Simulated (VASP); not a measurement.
**La: single point with PBE**

La:

```
La
1.0
     6.65717    0.00000    0.00000
     0.00000    6.65717    0.00000
     0.00000    0.00000    6.65717
La
8
Direct
  0.00000 0.00000 0.00000
  0.50000 0.50000 0.50000
  0.25000 0.00000 0.50000
  0.75000 0.00000 0.50000
  0.50000 0.25000 0.00000
  0.50000 0.75000 0.00000
  0.00000 0.50000 0.25000
  0.00000 0.50000 0.75000
```

```yaml
Program: VASP 6.6.1
Task: single point
Functional: PBE
Potentials_or_basis: VASP PAW PBE potentials, release 64 (La)
Cutoff: 520 eV
k_mesh: 5 × 5 × 5
Occupations: fermi-dirac, width 0.1 eV
Spin: no spin polarisation
```

```yaml
Pressure: 0.0 GPa
Band_gap_on_the_k_mesh: zero (band 44 reaches 7.93 eV, above the bottom of band 45 at 7.84 eV)
```

Levels at points of the mesh, in eV from the Fermi level:
| k point | band 41 | band 42 | band 43 | band 44 | band 45 | band 46 | band 47 | band 48 |
| --- | --- | --- | --- | --- | --- | --- | --- | --- |
| (0.00, 0.00, 0.00) | -0.35 | -0.35 | -0.28 | -0.20 | 0.29 | 0.29 | 0.29 | 0.64 |

Wall time 6.4 min on 1 thread of Intel(R) Xeon(R) Platinum 8488C (Sapphire Rapids), on a shared host, peak memory 0.39 GiB.

Caveat: spin-orbit coupling is left out, which moves the levels of the heavy elements.
